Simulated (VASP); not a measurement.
Set up this calculation in VASP 6.6.1, as the native input.

| Item | Value |
| --- | --- |
| Task | single point |
| Functional | PBE |
| Dispersion | D3(BJ) |
| Potentials or basis | VASP PAW PBE potentials, release 64 (C) |
| Cutoff | 520 eV |
| k mesh | 15 × 15 × 15 |
| Occupations | gaussian, width 0.05 eV |
| Spin | no spin polarisation |
| Dipole correction | no |
| Further INCAR settings | ALGO = Normal; EDIFF = 1e-06; NBANDS = 11 |

The structure of C lies in POSCAR:

```
C
1.0
    1.2016860064      0.6937937393      3.2773531398
   -1.2016860064      0.6937937393      3.2773531398
    0.0000000000     -1.3875874786      3.2773531398
C
2
Direct
    0.1647114427      0.1647114427      0.1647114427
    0.8352885573      0.8352885573      0.8352885573
```

The input as run:

INCAR

```
SYSTEM = C
PREC     = Accurate       ! precision mode
ENCUT    = 520            ! plane-wave cutoff, eV
EDIFF    = 1E-6           ! SCF threshold, eV
ISMEAR   = 0              ! smearing method
SIGMA    = 0.05           ! smearing width, eV
LREAL    = .FALSE.        ! projectors in reciprocal space
LASPH    = .TRUE.         ! aspherical terms in the spheres
NELM     = 60             ! most SCF steps
ALGO     = Normal         ! electronic algorithm
ISIF     = 2              ! what is computed and relaxed
LWAVE    = .FALSE.        ! write WAVECAR
LCHARG   = .FALSE.        ! write CHGCAR
GGA      = PE             ! functional
IVDW     = 12             ! dispersion correction
NBANDS   = 11             ! bands
```

KPOINTS

```
regular mesh
0
G
  15 15 15
  0 0 0
```

Potentials or basis: VASP PAW PBE potentials, release 64 (C).

The run is started by

```console
$ cat potpaw_PBE.64/C/POTCAR > POTCAR
$ mpirun -np 1 vasp_std > vasp.out
```

It gave:

```
Pressure                   : 26.3 GPa
Largest force              : 0.597 eV/Å
Band gap on the k mesh     : 0.79 eV, direct
Dispersion energy per atom : -0.159 eV
```

Wall time 55 s on 1 thread of Intel(R) Xeon(R) Platinum 8488C (Sapphire Rapids) (shared host), peak memory 0.19 GiB.
